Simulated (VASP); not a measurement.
Crystal: Ho4S.

```
Ho S
1.0
    -3.37215    3.37215    5.13310
     3.37215   -3.37215    5.13310
     3.37215    3.37215   -5.13310
Ho S
8 2
Cartesian
  1.3178 5.0582 1.2833
  2.0544 -1.6861 6.4164
  5.0582 1.3178 -1.2833
  -1.6861 2.0544 3.8498
  2.0544 1.6861 6.4164
  1.3178 1.6861 1.2833
  1.6861 2.0544 3.8498
  1.6861 1.3178 -1.2833
  0.0000 3.3721 2.5665
  0.0000 0.0000 0.0000
```

The cell was generated, and may not be a known phase.

| Quantity | Value |
| --- | --- |
| Program | VASP 6.6.1 |
| Task | relaxation of cell and atoms |
| Functional | PBE |
| Potentials or basis | VASP PAW PBE potentials, release 64 (Ho_3, S), 4f in core |
| Cutoff | 500 eV |
| k mesh | 4 × 4 × 4 |
| Occupations | gaussian, width 0.2 eV |
| Spin | no spin polarisation |

At the start: pressure 30.3 GPa; volume 23.35 Å³/atom.

Question: How do energy, volume and symmetry change on relaxing?

Answer: Over 9 steps the energy falls by 1326.8 meV/atom and the volume is 27.93 Å³/atom (+19.6 %); space group I4_1/amd (No. 141, to 0.1 Å) before and after.

Step by step:
```
step  energy change (eV)  largest force (eV/Å)  pressure (GPa)  volume (Å³)
   1              0.0000                4.7169           30.28       233.48
   2             -8.4745                0.0728           -7.42       413.29
   3            -10.6352                0.9979           -2.87       334.67
   4            -11.8479                1.0646           -2.44       316.20
   5            -12.9111                0.8385            1.04       281.09
   6            -13.1709                0.0135           -0.30       283.49
   7            -13.1709                0.0102           -0.30       283.48
   8            -13.2548                0.0046           -0.02       280.75
   9            -13.2677                0.0038            0.18       279.26
```

Final structure:
```xyz
10
Lattice="-3.2964 3.2964 6.4249 3.2964 -3.2964 6.4249 3.2964 3.2964 -6.4249" Properties=species:S:1:pos:R:3 pbc="T T T"
Ho   -1.6418    1.6482    8.0311
Ho    4.9382    1.6482    1.6062
Ho    1.6482   -1.6418    4.8186
Ho    1.6482    4.9382   -1.6062
Ho    1.6418    1.6482    8.0311
Ho    1.6546    1.6482    1.6062
Ho    1.6482    1.6418    4.8186
Ho    1.6482    1.6546   -1.6062
S     0.0000    3.2964    3.2124
S     0.0000    0.0000    0.0000
```

Caveat: the volume moved by over 15 % at a fixed basis, so the end points are rough; the run has no spin polarisation, though such a crystal can be magnetic.
